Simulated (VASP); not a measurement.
# In (I4/mmm) in VASP: notebook

Runs on In. Level: LDA. Tasks: single point.

All numbers are computed with VASP 6.6.1; they aren't measurements. Logs are shortened: lines on timing, memory, paths and dates and some standing lists are left out, and cuts for length are marked.

### 1 The cell of the first run

Symmetry: I4/mmm, No. 139, tetragonal system. Conventional cell: a = 2.986 Å, b = 2.986 Å, c = 5.289 Å, α = 90.00°, β = 90.00°, γ = 90.00°. In (site symmetry 4/mmm) has 12 In at 2.99 to 3.38 Å within 3.9 Å.

### 2 Single point, LDA (volume 23.572 Å^3 an atom, c/a of the conventional cell 1.7716)

The input, INCAR:

```
SYSTEM = In
PREC = Accurate ; ENCUT = 520
EDIFF = 1E-6 ; ISMEAR = 0
SIGMA = 0.15 ; LREAL = .FALSE.
LASPH = .TRUE. ; NELM = 60
ALGO = Fast ; ISIF = 2
LWAVE = .FALSE. ; LCHARG = .FALSE.
NBANDS = 12
```

The input, KPOINTS:

```
Automatic mesh
0
G
  22 22 22
  0 0 0
```

The input, POSCAR:

```
In
1.0
   -1.4927609187      1.4927609187      2.6445752436
    1.4927609187     -1.4927609187      2.6445752436
    1.4927609187      1.4927609187     -2.6445752436
In
1
Direct
    0.0000000000      0.0000000000      0.0000000000
```

Potentials or basis: VASP PAW LDA potentials, release 64 (In_d).

The run is started by

```sh
cat potpaw_LDA.64/In_d/POTCAR > POTCAR
mpirun -np 1 vasp_std > vasp.out
```

OUTCAR:

```text
SYSTEM = In
   PREC = Accurate
   ENCUT = 520
   EDIFF = 1E-6
   ISMEAR = 0
   LREAL = .FALSE.
   LASPH = .TRUE.
   NELM = 60
   ISIF = 2

 ion  position               nearest neighbor table
   1  0.000  0.000  0.000-

  LATTYP: Found a body centered tetragonal cell.
 ALAT       =     2.9855218374
 C/A-ratio  =     1.7716000000

  Lattice vectors:

 A1 = (  -1.4927609187,   1.4927609187,   2.6445752436)
 A2 = (   1.4927609187,  -1.4927609187,   2.6445752436)
 A3 = (   1.4927609187,   1.4927609187,  -2.6445752436)

Analysis of symmetry for initial positions (statically):
=====================================================================
 Subroutine PRICEL returns:
 Original cell was already a primitive cell.

 Routine SETGRP: Setting up the symmetry group for a
 body centered tetragonal supercell.

 Subroutine GETGRP returns: Found 16 space group operations
 (whereof 16 operations were pure point group operations)
 out of a pool of 16 trial point group operations.

The static configuration has the point symmetry D_4h.

Analysis of symmetry for dynamics (positions and initial velocities):
=====================================================================
 Subroutine PRICEL returns:
 Original cell was already a primitive cell.

 Routine SETGRP: Setting up the symmetry group for a
 body centered tetragonal supercell.

 Subroutine GETGRP returns: Found 16 space group operations
 (whereof 16 operations were pure point group operations)
 out of a pool of 16 trial point group operations.

The dynamic configuration has the point symmetry D_4h.

 Subroutine INISYM returns: Found 16 space group operations
 (whereof 16 operations are pure point group operations),
 and found     1 'primitive' translations

----------------------------------------------------------------------------------------

                                     Primitive cell

  volume of cell :      23.5720

  direct lattice vectors                    reciprocal lattice vectors
    -1.492760919  1.492760919  2.644575244     0.000000000  0.334949819  0.189066279
     1.492760919 -1.492760919  2.644575244     0.334949819  0.000000000  0.189066279
     1.492760919  1.492760919 -2.644575244     0.334949819  0.334949819  0.000000000

  length of vectors
     3.383851140  3.383851140  3.383851140     0.384626363  0.384626363  0.473690577

  position of ions in fractional coordinates (direct lattice)
     0.000000000  0.000000000  0.000000000

  ion indices of the primitive-cell ions
   primitive index   ion index
                 1           1

----------------------------------------------------------------------------------------

 KPOINTS: Automatic mesh

Automatic generation of k-mesh.
 Grid dimensions read from file:
 generate k-points for:   22   22   22

 Generating k-lattice:

  Cartesian coordinates                     Fractional coordinates (reciprocal lattice)
     0.000000000  0.015224992  0.008593922     0.045454545 -0.000000000  0.000000000
     0.015224992  0.000000000  0.008593922    -0.000000000  0.045454545  0.000000000
     0.015224992  0.015224992  0.000000000     0.000000000  0.000000000  0.045454545

  Length of vectors
     0.017483017  0.017483017  0.021531390

  Shift w.r.t. Gamma in fractional coordinates (k-lattice)
     0.000000000  0.000000000  0.000000000

 Subroutine IBZKPT returns following result:
 ===========================================

 Found    834 irreducible k-points:

 Following reciprocal coordinates:
            Coordinates               Weight
  0.000000  0.000000  0.000000      1.000000
  0.045455  0.000000 -0.000000      8.000000
  0.090909  0.000000 -0.000000      8.000000
  0.136364  0.000000  0.000000      8.000000
  0.181818  0.000000  0.000000      8.000000
  0.227273  0.000000 -0.000000      8.000000
[... 16 lines left out ...]
  0.500000  0.045455 -0.000000     16.000000
 -0.454545  0.045455  0.000000     16.000000
 [... further k-points ...]
   k-points           NKPTS =    834   k-points in BZ     NKDIM =    834   number of bands    NBANDS=     12
   number of dos      NEDOS =    301   number of ions     NIONS =      1
   total plane-waves  NPLWV =  21952
   dimension x,y,z NGX =    28 NGY =   28 NGZ =   28
   dimension x,y,z NGXF=    56 NGYF=   56 NGZF=   56
   ions per type =               1
   NGX,Y,Z   is equivalent  to a cutoff of  13.76, 13.76, 13.76 a.u.
   NGXF,Y,Z  is equivalent  to a cutoff of  27.51, 27.51, 27.51 a.u.
 SYSTEM =  In
   PREC   = accura    normal or accurate (medium, high low for compatibility)
   ISTART =      0    job   : 0-new  1-cont  2-samecut
   ICHARG =      2    charge: 1-file 2-atom 10-const
   ISPIN  =      1    spin polarized calculation?
   LNONCOLLINEAR =      F non collinear calculations
   LSORBIT =      F    spin-orbit coupling
   LASPH  =      T    aspherical Exc in radial PAW
   ENCUT  =  520.0 eV  38.22 Ry    6.18 a.u.   6.29  6.29  6.29*2*pi/ulx,y,z
   NELM   =     60;   NELMIN=  2; NELMDL= -5     # of ELM steps
   EDIFF  = 0.1E-05   stopping-criterion for ELM
   LREAL  =      F    real-space projection
[... 7 lines left out ...]
   TEBEG  =    0.0;   TEEND  =   0.0 temperature during run
   PSTRESS=    0.0 pullay stress
   NELECT =      13.0000    total number of electrons
   NUPDOWN=      -1.0000    fix difference up-down
   EMIN   =  10.00;   EMAX   =-10.00  energy-range for DOS
   EFERMI =   0.00;   METHOD = LEGACY
   ISMEAR =     0;   SIGMA  =   0.15  broadening in eV -4-tet -1-fermi 0-gaus
   EFERMI_NEDOS =   21; number of points for ismear=-14 and -15
   IALGO  =     68    algorithm
   IMIX   =      4    mixing-type and parameters
     AMIX     =   0.40;   BMIX     =  1.00
     AMIX_MAG =   1.60;   BMIX_MAG =  1.00
  volume/ion in A,a.u.               =      23.57       159.07
  Fermi-wavevector in a.u.,A,eV,Ry     =   1.342529  2.537013 24.522939  1.802385
  Thomas-Fermi vector in A             =   2.470676
   LORBIT       =      0    0 simple, 1 ext, 2 COOP (PROOUT), +10 PAW based schemes
   GGA     = CA    functional components
   LHFCALC =     F    Hartree Fock is set to
   AEXX    =    0.0000 exact exchange contribution
   IVDW    =     0    specifies the selected vdW correction
   LEPSILON=     F    determine dielectric tensor
   LRPA    =     F    only Hartree local field effects (RPA)
 non-spin polarized calculation
 RMM-DIIS sequential band-by-band and
 Gauss-broadening in eV      SIGMA  =   0.15
  energy-cutoff  :      520.00
  volume of cell :       23.57
 maximum number of plane-waves:       654
 NGX is ok and might be reduce to    28
   NGX = 13   NGY = 13   NGZ = 13

 number of electron      13.0000002 magnetization

 Free energy of the ion-electron system (eV)
  ---------------------------------------------------
  ext. energy  EPLUGINS =         0.00000000
  ---------------------------------------------------
  free energy    TOTEN  =        -3.19448587 eV

  energy without entropy =       -3.18976759  energy(sigma->0) =       -3.19212673

 E-fermi :   8.4449     XC(G=0): -11.0251

 val. band max:        8.4362089955   @ k =  -0.3182  -0.4545   0.1818
 cond. band min:       8.4559167029   @ k =   0.3182   0.2727   0.1818
 fundamental gap:      0.0197077075
 Fermi energy:         8.4448649652

 k-point     1 :       0.0000    0.0000    0.0000
  band No.  band energies     occupation
      1      -6.5723      2.00000
      2      -6.2628      2.00000
      3      -6.0831      2.00000
      4      -6.0831      2.00000
      5      -5.8272      2.00000
      6      -1.8618      2.00000
      7      19.1956      0.00000
      8      19.9809      0.00000
      9      19.9809      0.00000
     10      20.8608      0.00000
     11      21.5663      0.00000
     12      23.4761      0.00000

 k-point     2 :       0.0455    0.0000   -0.0000
  band No.  band energies     occupation
      1      -6.5642      2.00000
      2      -6.2592      2.00000
      3      -6.0868      2.00000
      4      -6.0798      2.00000
      5      -5.8315      2.00000
      6      -1.8120      2.00000
      7      18.9448      0.00000
      8      19.4287      0.00000
      9      19.9667      0.00000
     10      20.6788      0.00000
     11      21.3650      0.00000
     12      23.7221      0.00000

 k-point     3 :       0.0909    0.0000   -0.0000
  band No.  band energies     occupation
      1      -6.5421      2.00000
      2      -6.2483      2.00000
      3      -6.0967      2.00000
      4      -6.0703      2.00000
      5      -5.8437      2.00000
      6      -1.6619      2.00000
      7      17.8498      0.00000
      8      18.5861      0.00000
      9      19.9311      0.00000
     10      20.3556      0.00000
     11      21.2125      0.00000
     12      24.2620      0.00000
[... 286 lines left out ...]
 k-point    23 :       0.5000    0.0455   -0.0000
  band No.  band energies     occupation
      1      -6.4147      2.00000
      2      -6.3677      2.00000
      3      -6.0908      2.00000
      4      -5.8740      2.00000
      5      -5.7546      2.00000
      6       4.1261      2.00000
      7       4.8765      2.00000
      8      14.2831      0.00000
      9      18.5726      0.00000
     10      19.7885      0.00000
     11      20.7787      0.00000
     12      24.7301      0.00000

 k-point    24 :      -0.4545    0.0455    0.0000
  band No.  band energies     occupation
      1      -6.4128      2.00000
      2      -6.3616      2.00000
      3      -6.0863      2.00000
      4      -5.8814      2.00000
      5      -5.7688      2.00000
      6       3.1323      2.00000
      7       6.0116      2.00000
      8      14.3895      0.00000
      9      18.6044      0.00000
     10      19.8614      0.00000
     11      20.8557      0.00000
     12      24.7665      0.00000

 [... further k-points ...]

------------------------ aborting loop because EDIFF is reached ----------------------------------------

  FORCE on cell =-STRESS in cart. coord.  units (eV):
  Direction    XX          YY          ZZ          XY          YZ          ZX
  --------------------------------------------------------------------------------------
  -------------------------------------------------------------------------------------
  Total        0.5727090      0.5727090      0.1408348      0.0000000     -0.0000000      0.0000000
  in kB       38.9267521     38.9267521      9.5724710      0.0000000     -0.0000000      0.0000000
  external PRESSURE =      29.1419917 kB  Pullay stress =       0.0000000 kB

 VOLUME and BASIS-vectors are now :
 -----------------------------------------------------------------------------
  energy-cutoff  :      520.00
  volume of cell :       23.57
      direct lattice vectors                 reciprocal lattice vectors
    -1.492760919  1.492760919  2.644575244     0.000000000  0.334949819  0.189066279
     1.492760919 -1.492760919  2.644575244     0.334949819  0.000000000  0.189066279
     1.492760919  1.492760919 -2.644575244     0.334949819  0.334949819  0.000000000

 POSITION                                       TOTAL-FORCE (eV/Angst)
 -----------------------------------------------------------------------------------
      0.00000      0.00000      0.00000         0.000000      0.000000      0.000000
 -----------------------------------------------------------------------------------
    total drift:                               -0.000000     -0.000000     -0.000000

  FREE ENERGIE OF THE ION-ELECTRON SYSTEM (eV)
  ---------------------------------------------------
  free  energy   TOTEN  =        -3.1944858653 eV

  energy  without entropy=       -3.1897675873  energy(sigma->0) =       -3.19212673
```

It took 4.7 min on 1 thread of Intel Xeon Platinum 8259CL at 2.50GHz (Skylake/Cascade Lake), shared host; peak memory 0.33 GiB.

What came out:

| Quantity | Value |
| --- | --- |
| Free energy | -3.1945 eV |
| Pressure | 2.9 GPa |

Stress tensor (GPa, compression positive):
```
3.89 0.00 0.00
0.00 3.89 0.00
0.00 0.00 0.96
```

Levels at points of the mesh, in eV from the Fermi level:
```csv
k point,band 4,band 5,band 6,band 7,band 8,band 9
"(0.00, 0.00, 0.00)",-14.53,-14.27,-10.31,10.75,11.54,11.54
"(0.50, 0.00, 0.00)",-14.31,-14.20,-4.24,-3.74,5.93,9.99
"(0.50, 0.50, 0.00)",-14.29,-13.99,-1.61,-0.33,2.79,4.23
"(0.50, 0.50, 0.50)",-14.25,-14.21,-4.65,-3.81,6.65,6.65
```

Caveat: spin-orbit coupling is left out, which moves the levels of the heavy elements.

### 3 Single point, LDA (volume 23.572 Å^3 an atom, c/a of the conventional cell 1.7019)

The input, INCAR:

```
SYSTEM = In
PREC = Accurate
ENCUT = 520
EDIFF = 1E-7
ISMEAR = 0
SIGMA = 0.15
LREAL = .False.
LASPH = .True.
NELM = 60
ALGO = Fast
ISIF = 2
LWAVE = .False.
LCHARG = .True.
GGA = CA
LELF = .True.
LVHAR = .True.
NBANDS = 12
```

The input, KPOINTS:

```
Automatic mesh
0
Gamma
  22 22 22
  0 0 0
```

The input, POSCAR:

```
In
1.0
   -1.5128671783      1.5128671783      2.5747486507
    1.5128671783     -1.5128671783      2.5747486507
    1.5128671783      1.5128671783     -2.5747486507
In
1
Direct
    0.0000000000      0.0000000000      0.0000000000
```

Potentials or basis: VASP PAW LDA potentials, release 64 (In_d).

The run is started by

```sh
cat potpaw_LDA.64/In_d/POTCAR > POTCAR
mpirun -np 1 vasp_std > vasp.out
```

Run time: 5.8 min. Hardware: 1 thread of Intel Xeon Platinum 8259CL at 2.50GHz (Skylake/Cascade Lake), shared host; peak memory 0.33 GiB.

It converged, with:

```
Free energy : -3.2040 eV
Pressure    : 2.8 GPa
```

Stress tensor (GPa, compression positive):
```
3.50 0.00 0.00
0.00 3.50 0.00
0.00 0.00 1.30
```

Levels at points of the mesh, in eV from the Fermi level:
```
           k point  band 4  band 5  band 6  band 7  band 8  band 9
(0.00, 0.00, 0.00)  -14.54  -14.28  -10.29   11.47   11.49   11.49
(0.50, 0.00, 0.00)  -14.28  -14.18   -4.28   -3.75    6.47   10.56
(0.50, 0.50, 0.00)  -14.27  -14.01   -1.78   -0.62    3.02    4.17
(0.50, 0.50, 0.50)  -14.22  -14.21   -4.18   -3.63    6.21    6.21
```

Caveat: spin-orbit coupling is left out, which moves the levels of the heavy elements.

### 4 Single point, LDA (volume 23.572 Å^3 an atom, c/a of the conventional cell 1.5704)

The input, INCAR:

```
SYSTEM = In
ALGO     = Fast           ! electronic algorithm
EDIFF    = 1E-6           ! SCF threshold, eV
ENCUT    = 520            ! plane-wave cutoff, eV
ISIF     = 2              ! what is computed and relaxed
ISMEAR   = 0              ! smearing method
LASPH    = .True.         ! aspherical terms in the spheres
LCHARG   = .True.         ! write CHGCAR
LELF     = .True.         ! ELF
LREAL    = .False.        ! projectors in reciprocal space
LVHAR    = .True.       
LWAVE    = .False.        ! write WAVECAR
NBANDS   = 12             ! bands
NELM     = 80             ! most SCF steps
PREC     = Accurate       ! precision mode
SIGMA    = 0.15           ! smearing width, eV
```

The input, KPOINTS:

```
k-points
0
Gamma
  22 22 22
  0 0 0
```

The input, POSCAR:

```
In
1.0
   -1.5539681034      1.5539681034      2.4403506876
    1.5539681034     -1.5539681034      2.4403506876
    1.5539681034      1.5539681034     -2.4403506876
In
1
Direct
    0.0000000000      0.0000000000      0.0000000000
```

The run is started by

```sh
cat potpaw_LDA.64/In_d/POTCAR > POTCAR
mpirun -np 1 vasp_std > vasp.out
```

It took 2 min on 1 thread of Intel Xeon Platinum 8259CL at 2.50GHz (Skylake/Cascade Lake), shared host; peak memory 0.32 GiB.

Results (log left out):

```yaml
Free_energy: -3.2119 eV
Pressure: 2.6 GPa
```

Levels at points of the mesh, in eV from the Fermi level:
```csv
k point,band 2,band 3,band 4,band 5,band 6,band 7,band 8,band 9,band 10,band 11
"(0.00, 0.00, 0.00)",-14.63,-14.63,-14.58,-14.38,-10.33,11.37,11.37,11.65,11.94,15.06
"(0.50, 0.00, 0.00)",-14.77,-14.61,-14.30,-14.23,-4.40,-3.83,7.59,10.22,11.67,11.75
"(0.50, 0.50, 0.00)",-14.90,-14.29,-14.29,-14.12,-2.16,-1.25,3.46,4.08,7.51,7.77
"(0.50, 0.50, 0.50)",-14.89,-14.26,-14.23,-14.23,-3.27,-3.26,5.28,5.28,9.08,9.31
```

Caveat: spin-orbit coupling is left out, which moves the levels of the heavy elements.

### 5 Overview

| cell | further INCAR settings | gap on the mesh (eV) | pressure (GPa) |
| --- | --- | --- | --- |
| a = 3.384 Å, angles 127.6, 127.6, 77.2°, 1 atom | ALGO = Fast; EDIFF = 1e-06; NBANDS = 12 | none | 2.9 |
| a = 3.348 Å, angles 126.3, 126.3, 79.5°, 1 atom | ALGO = Fast; EDIFF = 1e-07; NBANDS = 12 | none | 2.8 |
| a = 3.284 Å, angles 123.5, 123.5, 84.0°, 1 atom | ALGO = Fast; EDIFF = 1e-06; NBANDS = 12 | none | 2.6 |

Alike in all rows: task single point; level LDA; potentials or basis VASP PAW LDA potentials, release 64 (In_d); no spin polarisation; k mesh 22 × 22 × 22; cutoff (eV) 520; smearing gaussian 0.15 eV.

Caveats: spin-orbit coupling is left out, which moves the levels of the heavy elements.

Total energies depend on the potentials used, so only differences within one code and one set of settings carry meaning.
